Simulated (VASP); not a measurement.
# MgO (P-6m2) in VASP: single point with r2SCAN

Aim: the single point of MgO with r2SCAN.

All numbers are computed with VASP 6.6.1; they aren't measurements. Logs are shortened: lines on timing, memory, paths and dates and some standing lists are left out, and cuts for length are marked.

## (1) The cell of the first run

It takes space group P-6m2 (No. 187, hexagonal). The conventional cell has a = 2.938 Å, b = 2.938 Å, c = 2.680 Å, α = 90.00°, β = 90.00°, γ = 120.00°. Mg (site symmetry -6m2) has 6 O at 2.16 Å and 8 Mg at 2.68 to 2.94 Å within 3.0 Å. O (site symmetry -6m2) has 6 Mg at 2.16 Å and 8 O at 2.68 to 2.94 Å within 3.0 Å.

## (2) Single point, r2SCAN

Input file POSCAR:

```
MgO
1.0
    2.9380209034      0.0000000000      0.0000000000
   -1.4690104517      2.5444007392      0.0000000000
    0.0000000000      0.0000000000      2.6796800000
Mg O
1 1
Direct
    0.0000000000      0.0000000000      0.0000000000
    0.3333333333      0.6666666667      0.5000000000
```

Input file INCAR.step1:

```
SYSTEM = MgO
PREC = Accurate
ENCUT = 750
ISMEAR = 0
SIGMA = 0.05
LREAL = .False.
LASPH = .True.
NELM = 120
NBANDS = 15
GGA = PE
ALGO = Normal
EDIFF = 1E-5
LWAVE = .True.
LCHARG = .False.
GGA_COMPAT = .False.
```

Input file INCAR.step2:

```
SYSTEM = MgO
PREC = Accurate
ENCUT = 750
EDIFF = 1E-6
ISMEAR = 0
SIGMA = 0.05
LREAL = .False.
LASPH = .True.
NELM = 120
ALGO = Normal
ISIF = 2
LWAVE = .False.
LCHARG = .True.
METAGGA = R2SCAN
LMIXTAU = .True.
LELF = .True.
LVHAR = .True.
NBANDS = 15
ISTART = 1
GGA_COMPAT = .False.
```

Input file KPOINTS:

```
Automatic mesh
0
Gamma
  9 9 8
  0 0 0
```

Potentials or basis: VASP PAW PBE potentials, release 64 (Mg_sv, O).

On the command line:

```
$ cat potpaw_PBE.64/Mg_sv/POTCAR potpaw_PBE.64/O/POTCAR > POTCAR
$ cp INCAR.step1 INCAR
$ mpirun -np 1 vasp_std > vasp.out
$ cp INCAR.step2 INCAR
$ mpirun -np 1 vasp_std > vasp.out
```

OUTCAR:

```text
SYSTEM = MgO
   PREC = Accurate
   ENCUT = 750
   EDIFF = 1E-6
   ISMEAR = 0
   LREAL = .False.
   LASPH = .True.
   NELM = 120
   ISIF = 2
   METAGGA = R2SCAN
   ISTART = 1

 ion  position               nearest neighbor table
   1  0.000  0.000  0.000-
   2  0.333  0.667  0.500-

  LATTYP: Found a hexagonal cell.
 ALAT       =     2.9380209034
 C/A-ratio  =     0.9120697531

  Lattice vectors:

 A1 = (   2.9380209034,   0.0000000000,   0.0000000000)
 A2 = (  -1.4690104517,   2.5444007392,   0.0000000000)
 A3 = (   0.0000000000,   0.0000000000,   2.6796800000)

Analysis of symmetry for initial positions (statically):
=====================================================================
 Subroutine PRICEL returns:
 Original cell was already a primitive cell.

 Routine SETGRP: Setting up the symmetry group for a
 hexagonal supercell.

 Subroutine GETGRP returns: Found 12 space group operations
 (whereof 12 operations were pure point group operations)
 out of a pool of 24 trial point group operations.

The static configuration has the point symmetry D_3h.

Analysis of symmetry for dynamics (positions and initial velocities):
=====================================================================
 Subroutine PRICEL returns:
 Original cell was already a primitive cell.

 Routine SETGRP: Setting up the symmetry group for a
 hexagonal supercell.

 Subroutine GETGRP returns: Found 12 space group operations
 (whereof 12 operations were pure point group operations)
 out of a pool of 24 trial point group operations.

The dynamic configuration has the point symmetry D_3h.

 Subroutine INISYM returns: Found 12 space group operations
 (whereof 12 operations are pure point group operations),
 and found     1 'primitive' translations

----------------------------------------------------------------------------------------

                                     Primitive cell

  volume of cell :      20.0320

  direct lattice vectors                    reciprocal lattice vectors
     2.938020903  0.000000000  0.000000000     0.340365175  0.196509926  0.000000000
    -1.469010452  2.544400739  0.000000000     0.000000000  0.393019851  0.000000000
     0.000000000  0.000000000  2.679680000     0.000000000  0.000000000  0.373178887

  length of vectors
     2.938020903  2.938020903  2.679680000     0.393019851  0.393019851  0.373178887

  position of ions in fractional coordinates (direct lattice)
     0.000000000  0.000000000  0.000000000
     0.333333333  0.666666667  0.500000000

  ion indices of the primitive-cell ions
   primitive index   ion index
                 1           1
                 2           2

----------------------------------------------------------------------------------------

 KPOINTS: Automatic mesh

Automatic generation of k-mesh.
 Grid dimensions read from file:
 generate k-points for:    9    9    8

 Generating k-lattice:

  Cartesian coordinates                     Fractional coordinates (reciprocal lattice)
     0.037818353  0.021834436  0.000000000     0.111111111 -0.000000000  0.000000000
     0.000000000  0.043668872  0.000000000     0.000000000  0.111111111  0.000000000
     0.000000000  0.000000000  0.046647361     0.000000000  0.000000000  0.125000000

  Length of vectors
     0.043668872  0.043668872  0.046647361

  Shift w.r.t. Gamma in fractional coordinates (k-lattice)
     0.000000000  0.000000000  0.000000000

 Subroutine IBZKPT returns following result:
 ===========================================

 Found     60 irreducible k-points:

 Following reciprocal coordinates:
            Coordinates               Weight
  0.000000  0.000000  0.000000      1.000000
  0.111111 -0.000000  0.000000      6.000000
  0.222222 -0.000000  0.000000      6.000000
  0.333333 -0.000000  0.000000      6.000000
  0.444444 -0.000000  0.000000      6.000000
  0.111111  0.111111  0.000000      6.000000
[... 16 lines left out ...]
  0.333333  0.222222  0.125000     24.000000
  0.333333  0.333333  0.125000      4.000000
 [... further k-points ...]
   k-points           NKPTS =     60   k-points in BZ     NKDIM =     60   number of bands    NBANDS=     15
   number of dos      NEDOS =    301   number of ions     NIONS =      2
   total plane-waves  NPLWV =  18816
   dimension x,y,z NGX =    28 NGY =   28 NGZ =   24
   dimension x,y,z NGXF=    56 NGYF=   56 NGZF=   48
   ions per type =               1   1
   NGX,Y,Z   is equivalent  to a cutoff of  15.84, 15.84, 14.89 a.u.
   NGXF,Y,Z  is equivalent  to a cutoff of  31.69, 31.69, 29.78 a.u.
 SYSTEM =  MgO
   PREC   = accura    normal or accurate (medium, high low for compatibility)
   ISTART =      1    job   : 0-new  1-cont  2-samecut
   ICHARG =      0    charge: 1-file 2-atom 10-const
   ISPIN  =      1    spin polarized calculation?
   LNONCOLLINEAR =      F non collinear calculations
   LSORBIT =      F    spin-orbit coupling
   LASPH  =      T    aspherical Exc in radial PAW
   ENCUT  =  750.0 eV  55.12 Ry    7.42 a.u.   6.56  6.56  5.98*2*pi/ulx,y,z
   NELM   =    120;   NELMIN=  2; NELMDL=  0     # of ELM steps
   EDIFF  = 0.1E-05   stopping-criterion for ELM
   LREAL  =      F    real-space projection
   EDIFFG = 0.1E-04   stopping-criterion for IOM
   NSW    =      0    number of steps for IOM
   IBRION =     -1    ionic relax: 0-MD 1-quasi-New 2-CG
   NFREE  =      0    steps in history (QN), initial steepest desc. (CG)
   ISIF   =      2    stress and relaxation
   ISYM   =      2    0-nonsym 1-usesym 2-fastsym
   POTIM  = 0.5000    time-step for ionic-motion
   TEBEG  =    0.0;   TEEND  =   0.0 temperature during run
   PSTRESS=    0.0 pullay stress
   NELECT =      16.0000    total number of electrons
   NUPDOWN=      -1.0000    fix difference up-down
   EMIN   =  10.00;   EMAX   =-10.00  energy-range for DOS
   EFERMI =   0.00;   METHOD = LEGACY
   ISMEAR =     0;   SIGMA  =   0.05  broadening in eV -4-tet -1-fermi 0-gaus
   EFERMI_NEDOS =   21; number of points for ismear=-14 and -15
   IALGO  =     38    algorithm
   IMIX   =      4    mixing-type and parameters
     AMIX     =   0.40;   BMIX     =  1.00
     AMIX_MAG =   1.60;   BMIX_MAG =  1.00
  volume/ion in A,a.u.               =      10.02        67.59
  Fermi-wavevector in a.u.,A,eV,Ry     =   1.518939  2.870379 31.391038  2.307176
  Thomas-Fermi vector in A             =   2.627992
   LORBIT       =      0    0 simple, 1 ext, 2 COOP (PROOUT), +10 PAW based schemes
   METAGGA = R2SCAN    functional components
   LHFCALC =     F    Hartree Fock is set to
   AEXX    =    0.0000 exact exchange contribution
   IVDW    =     0    specifies the selected vdW correction
   LEPSILON=     F    determine dielectric tensor
   LRPA    =     F    only Hartree local field effects (RPA)
 non-spin polarized calculation
 Gauss-broadening in eV      SIGMA  =   0.05
  energy-cutoff  :      750.00
  volume of cell :       20.03
 maximum number of plane-waves:       960
 NGX is ok and might be reduce to    28
   NGX = 13   NGY = 13   NGZ = 11

 number of electron      16.0000001 magnetization

 Free energy of the ion-electron system (eV)
  ---------------------------------------------------
  ext. energy  EPLUGINS =         0.00000000
  ---------------------------------------------------
  free energy    TOTEN  =       -15.41381518 eV

  energy without entropy =      -15.41381518  energy(sigma->0) =      -15.41381518

 E-fermi :   3.1624     XC(G=0): -11.6318

 val. band max:        2.6985471514   @ k =   0.3333   0.3333   0.0000
 cond. band min:       6.5066864903   @ k =   0.0000   0.0000   0.0000
 fundamental gap:      3.8081393389
 Fermi energy:         3.1624437505

 k-point     1 :       0.0000    0.0000    0.0000
  band No.  band energies     occupation
      1     -73.4092      2.00000
      2     -38.5162      2.00000
      3     -38.5162      2.00000
      4     -38.4540      2.00000
      5     -15.6847      2.00000
      6       2.0754      2.00000
      7       2.0754      2.00000
      8       2.2926      2.00000
      9       6.5067      0.00000
     10      15.6065      0.00000
     11      19.3380      0.00000
     12      19.3380      0.00000
     13      23.8503      0.00000
     14      25.0104      0.00000
     15      26.7641      0.00000

 k-point     2 :       0.1111   -0.0000    0.0000
  band No.  band energies     occupation
      1     -73.4084      2.00000
      2     -38.5240      2.00000
      3     -38.5178      2.00000
      4     -38.4530      2.00000
      5     -15.5779      2.00000
      6       1.3248      2.00000
      7       1.9831      2.00000
      8       2.3322      2.00000
      9       7.2289      0.00000
     10      15.6177      0.00000
     11      18.2317      0.00000
     12      19.6809      0.00000
     13      24.7594      0.00000
     14      25.1612      0.00000
     15      26.9589      0.00000

 k-point     3 :       0.2222   -0.0000    0.0000
  band No.  band energies     occupation
      1     -73.4066      2.00000
      2     -38.5443      2.00000
      3     -38.5225      2.00000
      4     -38.4507      2.00000
      5     -15.2949      2.00000
      6      -0.0809      2.00000
      7       1.7592      2.00000
      8       2.4348      2.00000
      9       8.5516      0.00000
     10      14.9981      0.00000
     11      17.6034      0.00000
     12      20.5129      0.00000
     13      24.0918      0.00000
     14      24.9874      0.00000
     15      27.6898      0.00000

 k-point     4 :       0.3333   -0.0000    0.0000
  band No.  band energies     occupation
      1     -73.4045      2.00000
      2     -38.5672      2.00000
      3     -38.5275      2.00000
      4     -38.4478      2.00000
      5     -14.9472      2.00000
      6      -1.3404      2.00000
      7       1.5201      2.00000
      8       2.5562      2.00000
      9       9.6352      0.00000
     10      14.2683      0.00000
     11      17.5020      0.00000
     12      21.3485      0.00000
     13      23.2988      0.00000
     14      25.0624      0.00000
     15      29.3153      0.00000
[... 307 lines left out ...]
 k-point    22 :       0.2222    0.2222    0.1250
  band No.  band energies     occupation
      1     -73.4022      2.00000
      2     -38.5660      2.00000
      3     -38.5367      2.00000
      4     -38.4621      2.00000
      5     -14.6875      2.00000
      6      -1.1933      2.00000
      7       0.7055      2.00000
      8       1.9195      2.00000
      9      10.8332      0.00000
     10      14.4342      0.00000
     11      17.7230      0.00000
     12      19.8532      0.00000
     13      22.6726      0.00000
     14      24.5786      0.00000
     15      28.8316      0.00000

 k-point    23 :       0.3333    0.2222    0.1250
  band No.  band energies     occupation
      1     -73.4011      2.00000
      2     -38.5712      2.00000
      3     -38.5453      2.00000
      4     -38.4605      2.00000
      5     -14.5065      2.00000
      6      -1.4226      2.00000
      7       0.1327      2.00000
      8       2.0268      2.00000
      9      11.4142      0.00000
     10      14.6390      0.00000
     11      16.9016      0.00000
     12      20.6573      0.00000
     13      21.7949      0.00000
     14      25.3481      0.00000
     15      28.5814      0.00000

 k-point    24 :       0.3333    0.3333    0.1250
  band No.  band energies     occupation
      1     -73.4008      2.00000
      2     -38.5645      2.00000
      3     -38.5568      2.00000
      4     -38.4599      2.00000
      5     -14.4444      2.00000
      6      -0.8316      2.00000
      7      -0.8170      2.00000
      8       2.0644      2.00000
      9      11.7758      0.00000
     10      15.2507      0.00000
     11      16.0900      0.00000
     12      21.1180      0.00000
     13      21.4686      0.00000
     14      25.4062      0.00000
     15      28.2151      0.00000

 [... further k-points ...]

------------------------ aborting loop because EDIFF is reached ----------------------------------------

  FORCE on cell =-STRESS in cart. coord.  units (eV):
  Direction    XX          YY          ZZ          XY          YZ          ZX
  --------------------------------------------------------------------------------------
  -------------------------------------------------------------------------------------
  Total       -0.6780374     -0.6780374     -0.7657794      0.0000000      0.0000000      0.0000000
  in kB      -54.2301618    -54.2301618    -61.2478595      0.0000000      0.0000000      0.0000000
  external PRESSURE =     -56.5693943 kB  Pullay stress =       0.0000000 kB

 VOLUME and BASIS-vectors are now :
 -----------------------------------------------------------------------------
  energy-cutoff  :      750.00
  volume of cell :       20.03
      direct lattice vectors                 reciprocal lattice vectors
     2.938020903  0.000000000  0.000000000     0.340365175  0.196509926  0.000000000
    -1.469010452  2.544400739  0.000000000     0.000000000  0.393019851  0.000000000
     0.000000000  0.000000000  2.679680000     0.000000000  0.000000000  0.373178887

 POSITION                                       TOTAL-FORCE (eV/Angst)
 -----------------------------------------------------------------------------------
      0.00000      0.00000      0.00000        -0.000000      0.000000      0.000000
     -0.00000      1.69627      1.33984         0.000000      0.000000      0.000000
 -----------------------------------------------------------------------------------
    total drift:                               -0.000000      0.000000     -0.000000

  FREE ENERGIE OF THE ION-ELECTRON SYSTEM (eV)
  ---------------------------------------------------
  free  energy   TOTEN  =       -15.4138151816 eV

  energy  without entropy=      -15.4138151816  energy(sigma->0) =      -15.41381518
```

Run time: 69 s. Hardware: 1 thread of AMD EPYC 9R45 (Zen 5), shared host; peak memory 0.14 GiB.

Results:

| Property | Result |
| --- | --- |
| Free energy | -15.4138 eV |
| Pressure | -5.7 GPa |
| Band gap on the k mesh | 3.81 eV (least direct gap 4.21 eV) |

Caveat: the cell stands under tension; the PAW data sets were made with another functional, which shifts forces and pressure a little; an odd mesh through Γ misses points on the zone boundary, where band edges can lie.
